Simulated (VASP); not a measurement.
# TaN in VASP: notebook

The runs below take TaN through single point, with PBEsol.

Program: VASP 6.6.1. These are calculated values, not measurements. Logs are shortened: lines on timing, memory, paths and dates and some standing lists are left out, and cuts for length are marked.

## Step 1: The cell of the first run

It takes space group P6/mmm (No. 191, hexagonal). Conventional cell: a = 5.413 Å, b = 5.413 Å, c = 2.834 Å, α = 90.00°, β = 90.00°, γ = 120.00°. Within 3.6 Å of Ta (site symmetry 6/mmm) lie 6 N at 2.71 Å and 14 Ta at 2.83 to 3.43 Å. Within 2.9 Å of Ta (site symmetry -6m2) lie 6 N at 2.11 Å and 2 Ta at 2.83 Å. Within 2.9 Å of N (site symmetry mmm) lie 6 Ta at 2.11 to 2.71 Å and 6 N at 2.71 to 2.83 Å.

## Step 2: Single point, PBEsol (biaxial strain in the a-b plane: +4.0 %)

The input, INCAR:

```
SYSTEM = TaN
PREC = Accurate
ENCUT = 520
EDIFF = 1E-7
ISMEAR = 0
SIGMA = 0.1
LREAL = .FALSE.
LASPH = .TRUE.
NELM = 100
ALGO = Normal
ISIF = 2
LWAVE = .FALSE.
LCHARG = .TRUE.
GGA = PS
LELF = .TRUE.
LVHAR = .TRUE.
NBANDS = 33
```

The input, KPOINTS:

```
regular mesh
0
G
  12 12 12
  0 0 0
```

The input, POSCAR:

```
TaN
1.0
    5.4132929910      0.0000000000      0.0000000000
   -2.7066464955      4.6880492484      0.0000000000
    0.0000000000      0.0000000000      2.8339012930
Ta N
3 3
Direct
    0.0000000000      0.0000000000      0.0000000000
    0.3333333333      0.6666666667      0.5000000000
    0.6666666667      0.3333333333      0.5000000000
    0.5000000000      0.0000000000      0.0000000000
    0.5000000000      0.5000000000      0.0000000000
    0.0000000000      0.5000000000      0.0000000000
```

Potentials or basis: VASP PAW PBE potentials, release 64 (Ta_pv, N).

Started as:

```sh
> cat potpaw_PBE.64/Ta_pv/POTCAR potpaw_PBE.64/N/POTCAR > POTCAR
> mpirun -np 1 vasp_std > vasp.out
```

OUTCAR:

```text
SYSTEM = TaN
   PREC = Accurate
   ENCUT = 520
   EDIFF = 1E-7
   ISMEAR = 0
   LREAL = .FALSE.
   LASPH = .TRUE.
   NELM = 100
   ISIF = 2
   GGA = PS

 ion  position               nearest neighbor table
   1  0.000  0.000  0.000-   2 3.43   3 3.43   2 3.43   3 3.43   3 3.43   3 3.43   2 3.43   2 3.43
                             3 3.43   3 3.43   2 3.43   2 3.43
   2  0.333  0.667  0.500-   6 2.11   6 2.11   4 2.11   4 2.11   5 2.11   5 2.11   3 3.13   3 3.13
                             3 3.13   1 3.43   1 3.43   1 3.43   1 3.43   1 3.43   1 3.43
   3  0.667  0.333  0.500-   6 2.11   6 2.11   4 2.11   4 2.11   5 2.11   5 2.11   2 3.13   2 3.13
                             2 3.13   1 3.43   1 3.43   1 3.43   1 3.43   1 3.43   1 3.43
   4  0.500  0.000  0.000-   2 2.11   3 2.11   2 2.11   3 2.11
   5  0.500  0.500  0.000-   2 2.11   3 2.11   2 2.11   3 2.11
   6  0.000  0.500  0.000-   2 2.11   3 2.11   2 2.11   3 2.11

  LATTYP: Found a hexagonal cell.
 ALAT       =     5.4132929910
 C/A-ratio  =     0.5235078348

  Lattice vectors:

 A1 = (   5.4132929910,   0.0000000000,   0.0000000000)
 A2 = (  -2.7066464955,   4.6880492484,   0.0000000000)
 A3 = (   0.0000000000,   0.0000000000,   2.8339012930)

Analysis of symmetry for initial positions (statically):
=====================================================================
 Subroutine PRICEL returns:
 Original cell was already a primitive cell.

 Routine SETGRP: Setting up the symmetry group for a
 hexagonal supercell.

 Subroutine GETGRP returns: Found 24 space group operations
 (whereof 24 operations were pure point group operations)
 out of a pool of 24 trial point group operations.

The static configuration has the point symmetry D_6h.

Analysis of symmetry for dynamics (positions and initial velocities):
=====================================================================
 Subroutine PRICEL returns:
 Original cell was already a primitive cell.

 Routine SETGRP: Setting up the symmetry group for a
 hexagonal supercell.

 Subroutine GETGRP returns: Found 24 space group operations
 (whereof 24 operations were pure point group operations)
 out of a pool of 24 trial point group operations.

The dynamic configuration has the point symmetry D_6h.

 Subroutine INISYM returns: Found 24 space group operations
 (whereof 24 operations are pure point group operations),
 and found     1 'primitive' translations

----------------------------------------------------------------------------------------

                                     Primitive cell

  volume of cell :      71.9181

  direct lattice vectors                    reciprocal lattice vectors
     5.413292991  0.000000000  0.000000000     0.184730441  0.106654170  0.000000000
    -2.706646495  4.688049248  0.000000000     0.000000000  0.213308339  0.000000000
     0.000000000  0.000000000  2.833901293     0.000000000  0.000000000  0.352870441

  length of vectors
     5.413292991  5.413292991  2.833901293     0.213308339  0.213308339  0.352870441

  position of ions in fractional coordinates (direct lattice)
     0.000000000  0.000000000  0.000000000
     0.333333333  0.666666667  0.500000000
     0.666666667  0.333333333  0.500000000
     0.500000000  0.000000000  0.000000000
     0.500000000  0.500000000  0.000000000
     0.000000000  0.500000000  0.000000000

  ion indices of the primitive-cell ions
   primitive index   ion index
                 1           1
                 2           2
                 3           3
                 4           4
                 5           5
                 6           6

----------------------------------------------------------------------------------------

 KPOINTS: regular mesh

Automatic generation of k-mesh.
 Grid dimensions read from file:
 generate k-points for:   12   12   12

 Generating k-lattice:

  Cartesian coordinates                     Fractional coordinates (reciprocal lattice)
     0.015394203  0.008887847  0.000000000     0.083333333  0.000000000  0.000000000
     0.000000000  0.017775695  0.000000000     0.000000000  0.083333333  0.000000000
     0.000000000  0.000000000  0.029405870     0.000000000  0.000000000  0.083333333

  Length of vectors
     0.017775695  0.017775695  0.029405870

  Shift w.r.t. Gamma in fractional coordinates (k-lattice)
     0.000000000  0.000000000  0.000000000

 Subroutine IBZKPT returns following result:
 ===========================================

 Found    133 irreducible k-points:

 Following reciprocal coordinates:
            Coordinates               Weight
  0.000000  0.000000  0.000000      1.000000
  0.083333  0.000000  0.000000      6.000000
  0.166667  0.000000  0.000000      6.000000
  0.250000  0.000000  0.000000      6.000000
  0.333333  0.000000  0.000000      6.000000
  0.416667  0.000000  0.000000      6.000000
[... 16 lines left out ...]
  0.250000  0.000000  0.083333     12.000000
  0.333333  0.000000  0.083333     12.000000
 [... further k-points ...]
   k-points           NKPTS =    133   k-points in BZ     NKDIM =    133   number of bands    NBANDS=     33
   number of dos      NEDOS =    301   number of ions     NIONS =      6
   total plane-waves  NPLWV =  38400
   dimension x,y,z NGX =    40 NGY =   40 NGZ =   24
   dimension x,y,z NGXF=    80 NGYF=   80 NGZF=   48
   ions per type =               3   3
   NGX,Y,Z   is equivalent  to a cutoff of  12.28, 12.28, 14.08 a.u.
   NGXF,Y,Z  is equivalent  to a cutoff of  24.57, 24.57, 28.16 a.u.
 SYSTEM =  TaN
   PREC   = accura    normal or accurate (medium, high low for compatibility)
   ISTART =      0    job   : 0-new  1-cont  2-samecut
   ICHARG =      2    charge: 1-file 2-atom 10-const
   ISPIN  =      1    spin polarized calculation?
   LNONCOLLINEAR =      F non collinear calculations
   LSORBIT =      F    spin-orbit coupling
   LASPH  =      T    aspherical Exc in radial PAW
   ENCUT  =  520.0 eV  38.22 Ry    6.18 a.u.  10.07 10.07  5.27*2*pi/ulx,y,z
   NELM   =    100;   NELMIN=  2; NELMDL= -5     # of ELM steps
   EDIFF  = 0.1E-06   stopping-criterion for ELM
   LREAL  =      F    real-space projection
   EDIFFG = 0.1E-05   stopping-criterion for IOM
   NSW    =      0    number of steps for IOM
   IBRION =     -1    ionic relax: 0-MD 1-quasi-New 2-CG
   NFREE  =      0    steps in history (QN), initial steepest desc. (CG)
   ISIF   =      2    stress and relaxation
   ISYM   =      2    0-nonsym 1-usesym 2-fastsym
   POTIM  = 0.5000    time-step for ionic-motion
   TEBEG  =    0.0;   TEEND  =   0.0 temperature during run
   PSTRESS=    0.0 pullay stress
   NELECT =      48.0000    total number of electrons
   NUPDOWN=      -1.0000    fix difference up-down
   EMIN   =  10.00;   EMAX   =-10.00  energy-range for DOS
   EFERMI =   0.00;   METHOD = LEGACY
   ISMEAR =     0;   SIGMA  =   0.10  broadening in eV -4-tet -1-fermi 0-gaus
   EFERMI_NEDOS =   21; number of points for ismear=-14 and -15
   IALGO  =     38    algorithm
   IMIX   =      4    mixing-type and parameters
     AMIX     =   0.40;   BMIX     =  1.00
     AMIX_MAG =   1.60;   BMIX_MAG =  1.00
  volume/ion in A,a.u.               =      11.99        80.89
  Fermi-wavevector in a.u.,A,eV,Ry     =   1.430680  2.703593 27.849012  2.046845
  Thomas-Fermi vector in A             =   2.550499
   LORBIT       =      0    0 simple, 1 ext, 2 COOP (PROOUT), +10 PAW based schemes
   GGA     = PS    functional components
   LHFCALC =     F    Hartree Fock is set to
   AEXX    =    0.0000 exact exchange contribution
   IVDW    =     0    specifies the selected vdW correction
   LEPSILON=     F    determine dielectric tensor
   LRPA    =     F    only Hartree local field effects (RPA)
 non-spin polarized calculation
 Gauss-broadening in eV      SIGMA  =   0.10
  energy-cutoff  :      520.00
  volume of cell :       71.92
 maximum number of plane-waves:      1961
   NGX = 21   NGY = 21   NGZ = 11

 number of electron      48.0000003 magnetization

 Free energy of the ion-electron system (eV)
  ---------------------------------------------------
  ext. energy  EPLUGINS =         0.00000000
  ---------------------------------------------------
  free energy    TOTEN  =       -68.38769682 eV

  energy without entropy =      -68.38499846  energy(sigma->0) =      -68.38634764

 E-fermi :   7.3815     XC(G=0): -12.8601

 val. band max:        7.3558008621   @ k =   0.1667   0.0000   0.0833
 cond. band min:       7.3982797332   @ k =   0.0833   0.0833   0.2500
 fundamental gap:      0.0424788711
 Fermi energy:         7.3815180117

 k-point     1 :       0.0000    0.0000    0.0000
  band No.  band energies     occupation
      1     -28.7148      2.00000
      2     -28.7148      2.00000
      3     -28.4147      2.00000
      4     -28.4147      2.00000
      5     -28.0715      2.00000
      6     -28.0715      2.00000
[... 25 lines left out ...]
     32      10.7224      0.00000
     33      10.7224      0.00000

 k-point     2 :       0.0833    0.0000    0.0000
  band No.  band energies     occupation
      1     -28.7182      2.00000
      2     -28.7123      2.00000
      3     -28.4137      2.00000
      4     -28.4106      2.00000
      5     -28.0755      2.00000
      6     -28.0721      2.00000
[... 25 lines left out ...]
     32      10.7002      0.00000
     33      10.7405      0.00000

 k-point     3 :       0.1667    0.0000    0.0000
  band No.  band energies     occupation
      1     -28.7270      2.00000
      2     -28.7041      2.00000
      3     -28.4139      2.00000
      4     -28.3997      2.00000
      5     -28.0849      2.00000
      6     -28.0738      2.00000
[... 25 lines left out ...]
     32      10.6349      0.00000
     33      10.7948      0.00000

 k-point     4 :       0.2500    0.0000    0.0000
  band No.  band energies     occupation
      1     -28.7383      2.00000
      2     -28.6884      2.00000
      3     -28.4224      2.00000
      4     -28.3856      2.00000
      5     -28.0941      2.00000
      6     -28.0761      2.00000
[... 673 lines left out ...]
     32      10.2778      0.00000
     33      10.5690      0.00000

 k-point    23 :       0.2500    0.0000    0.0833
  band No.  band energies     occupation
      1     -28.7256      2.00000
      2     -28.6764      2.00000
      3     -28.4129      2.00000
      4     -28.3758      2.00000
      5     -28.1402      2.00000
      6     -28.0821      2.00000
[... 25 lines left out ...]
     32      10.3899      0.00000
     33      10.7979      0.00000

 k-point    24 :       0.3333    0.0000    0.0833
  band No.  band energies     occupation
      1     -28.7358      2.00000
      2     -28.6535      2.00000
      3     -28.4337      2.00000
      4     -28.3627      2.00000
      5     -28.1367      2.00000
      6     -28.0830      2.00000
[... 25 lines left out ...]
     32      10.3687      0.00000
     33      10.9826      0.00000

 [... further k-points ...]
[... 5 lines left out ...]
  --------------------------------------------------------------------------------------
  -------------------------------------------------------------------------------------
  Total       -7.6542623     -7.6542623      2.4055046      0.0000000      0.0000000      0.0000000
  in kB     -170.5200699   -170.5200699     53.5893341      0.0000000      0.0000000      0.0000000
  external PRESSURE =     -95.8169353 kB  Pullay stress =       0.0000000 kB

 VOLUME and BASIS-vectors are now :
 -----------------------------------------------------------------------------
  energy-cutoff  :      520.00
  volume of cell :       71.92
      direct lattice vectors                 reciprocal lattice vectors
     5.413292991  0.000000000  0.000000000     0.184730441  0.106654170  0.000000000
    -2.706646495  4.688049248  0.000000000     0.000000000  0.213308339  0.000000000
     0.000000000  0.000000000  2.833901293     0.000000000  0.000000000  0.352870441

 POSITION                                       TOTAL-FORCE (eV/Angst)
 -----------------------------------------------------------------------------------
      0.00000      0.00000      0.00000        -0.000000      0.000000      0.000000
     -0.00000      3.12537      1.41695         0.000000      0.000000      0.000000
      2.70665      1.56268      1.41695        -0.000000      0.000000     -0.000000
      2.70665      0.00000      0.00000        -0.000000      0.000000      0.000000
      1.35332      2.34402      0.00000        -0.000000      0.000000      0.000000
     -1.35332      2.34402      0.00000        -0.000000      0.000000      0.000000
 -----------------------------------------------------------------------------------
    total drift:                               -0.000000      0.000000     -0.000000

  FREE ENERGIE OF THE ION-ELECTRON SYSTEM (eV)
  ---------------------------------------------------
  free  energy   TOTEN  =       -68.3876968214 eV

  energy  without entropy=      -68.3849984649  energy(sigma->0) =      -68.38634764
```

Wall time 6.9 min (1 thread of Intel Xeon 8259CL, shared host); peak memory 0.37 GiB.

Results:

- Free energy: -68.3877 eV
- Pressure: -9.6 GPa
- Band gap on the k mesh: zero (bands 24 and 25 overlap by 2.22 eV)

Caveat: the cell differs from its parent crystal (biaxial strain in the a-b plane: +4.0 %); the stress differs along the axes, from -17 to 5 GPa; the PAW data sets were made with another functional, which shifts forces and pressure a little; spin-orbit coupling is left out, which moves the levels of the heavy elements.

## Step 3: Single point, PBEsol (biaxial strain in the a-b plane: +4.0 %, then relaxed in part)

The input, INCAR:

```
PREC = Accurate ; ENCUT = 520
EDIFF = 1E-6 ; ISMEAR = 0
SIGMA = 0.1 ; LREAL = F
LASPH = T ; NELM = 100
ALGO = Normal ; ISIF = 2
LWAVE = F ; LCHARG = T
GGA = PS ; LELF = T
LVHAR = T ; NBANDS = 33
```

The input, KPOINTS:

```
Automatic mesh
0
Gamma
  12 12 12
```

POSCAR: that of step 2 with these lines changed.

```diff
@@ -4,3 +4,3 @@
    -2.7066464955      4.6880492484      0.0000000000
-    0.0000000000      0.0000000000      2.8339012930
+    0.0000000000      0.0000000000      2.8501339832
 Ta N
```

Potentials or basis: VASP PAW PBE potentials, release 64 (Ta_pv, N).

Started as:

```sh
> cat potpaw_PBE.64/Ta_pv/POTCAR potpaw_PBE.64/N/POTCAR > POTCAR
> mpirun -np 1 vasp_std > vasp.out
```

It took 6.4 min on 1 thread of Intel Xeon 8259CL, shared host; peak memory 0.37 GiB.

It converged, with:

- Free energy: -68.3960 eV
- Pressure: -11.7 GPa
- Band gap on the k mesh: zero (bands 24 and 25 overlap by 2.18 eV)

Stress tensor (GPa, compression positive):
```
-17.91   0.00   0.00
  0.00 -17.91   0.00
  0.00   0.00   0.87
```

Levels at points of the mesh, in eV from the Fermi level:
```csv
k point,band 20,band 21,band 22,band 23,band 24,band 25,band 26,band 27,band 28,band 29
"(0.00, 0.00, 0.00)",-3.28,-2.69,-2.55,-2.42,-1.28,-1.28,0.51,1.28,1.28,1.97
"(0.50, 0.00, 0.00)",-3.97,-3.29,-3.23,-1.73,-0.97,1.02,1.75,1.93,2.45,2.55
"(0.00, 0.00, 0.50)",-3.36,-3.18,-3.18,-1.87,0.81,0.81,1.39,2.04,2.04,2.15
"(0.50, 0.00, 0.50)",-4.23,-3.24,-2.85,-1.73,-1.32,0.96,1.22,2.82,2.91,3.67
```

Caveat: the cell differs from its parent crystal (biaxial strain in the a-b plane: +4.0 %, then relaxed in part); the stress differs along the axes, from -18 to 1 GPa; the PAW data sets were made with another functional, which shifts forces and pressure a little; spin-orbit coupling is left out, which moves the levels of the heavy elements.

## Step 4: Single point, PBEsol (strained and its atoms moved)

The input, INCAR:

```
  ALGO = Normal
  EDIFF = 1E-6
  ENCUT = 520
  GGA = PS
  ISIF = 2
  ISMEAR = 0
  LASPH = True
  LCHARG = False
  LREAL = False
  LWAVE = False
  NBANDS = 33
  NELM = 100
  PREC = Accurate
  SIGMA = 0.1
```

The input, KPOINTS:

```
k-points
0
Gamma
  8 8 12
```

The input, POSCAR:

```
TaN
1.0
    5.1096612166     -0.0117180983      0.0264434962
   -2.5649787791      4.4192356773     -0.0264233509
    0.0148308000     -0.0085495200      2.7746972800
Ta N
3 3
Direct
    0.0023965830      0.0023965830      0.0000000000
    0.3330166054      0.6694844418      0.4956238397
    0.6694844418      0.3330166054      0.5043761603
    0.5019867265     -0.0026521686     -0.0135081734
    0.4957678119      0.4957678119      0.0000000000
   -0.0026521686      0.5019867265      0.0135081734
```

Started as:

```sh
> cat potpaw_PBE.64/Ta_pv/POTCAR potpaw_PBE.64/N/POTCAR > POTCAR
> mpirun -np 1 vasp_std > vasp.out
```

Run time: 2.7 min. Hardware: 1 thread of Intel Xeon 6975P-C (Granite Rapids), shared host; peak memory 0.46 GiB.

It converged, with:

| Quantity | Value |
| --- | --- |
| Free energy | -67.9316 eV |
| Pressure | 37.8 GPa |
| Largest force | 1.296 eV/Å |
| Band gap on the k mesh | zero (bands 24 and 25 overlap by 2.60 eV) |

Forces on the atoms (eV/Å):
```
Ta   0.007  0.012  0.000
Ta   0.435 -0.812  0.321
Ta  -0.921 -0.029 -0.321
N    0.265  0.635  1.098
N   -0.203 -0.351  0.000
N    0.417  0.547 -1.098
```

Stress tensor (GPa, compression positive):
```
27.24  2.08 -3.14
 2.08 29.64  1.82
-3.14  1.82 56.65
```

Levels at points of the mesh, in eV from the Fermi level:
| k point | band 22 | band 23 | band 24 | band 25 | band 26 | band 27 |
| --- | --- | --- | --- | --- | --- | --- |
| (0.00, 0.00, 0.00) | -2.95 | -2.52 | -1.58 | -1.49 | 1.11 | 1.16 |
| (0.50, 0.00, 0.00) | -3.27 | -1.73 | -0.98 | 1.31 | 2.03 | 2.24 |
| (0.50, 0.50, 0.00) | -3.26 | -1.97 | -0.82 | 1.28 | 2.02 | 2.42 |
| (0.00, 0.00, 0.50) | -3.48 | -2.18 | 0.95 | 0.99 | 2.00 | 2.11 |
| (0.50, 0.00, 0.50) | -3.48 | -2.13 | -1.51 | 1.14 | 1.52 | 3.60 |
| (0.50, 0.50, 0.50) | -3.45 | -2.12 | -1.62 | 0.98 | 1.57 | 3.63 |

Caveat: the cell differs from its parent crystal (strained and its atoms moved); the stress differs along the axes, from 27 to 57 GPa; the PAW data sets were made with another functional, which shifts forces and pressure a little; spin-orbit coupling is left out, which moves the levels of the heavy elements.

## Step 5: Summary

```csv
cell,k mesh,gap on the mesh (eV),pressure (GPa)
"a = 5.413, b = 5.413, c = 2.834 Å, angles 90.0, 90.0, 120.0°, 6 atoms, atomic positions A",12 × 12 × 12,none,-9.6
"a = 5.413, b = 5.413, c = 2.850 Å, angles 90.0, 90.0, 120.0°, 6 atoms, atomic positions A",12 × 12 × 12,none,-11.7
"a = 5.110, b = 5.110, c = 2.775 Å, angles 90.6, 89.4, 120.3°, 6 atoms, atomic positions B",8 × 8 × 12,none,37.8
```

Alike in all rows: task single point; level PBEsol; potentials or basis VASP PAW PBE potentials, release 64 (Ta_pv, N); no spin polarisation; cutoff (eV) 520; smearing gaussian 0.1 eV.

Caveats: the PAW data sets were made with another functional, which shifts forces and pressure a little; spin-orbit coupling is left out, which moves the levels of the heavy elements; the stress differs along the axes, from -17 to 5 GPa (at least some runs); the stress differs along the axes, from -18 to 1 GPa (at least some runs); the stress differs along the axes, from 27 to 57 GPa (at least some runs).

Absolute energies hang on the potentials; compare differences alone.

The gap in the log of VASP goes by the Fermi energy; the results here count the filled bands.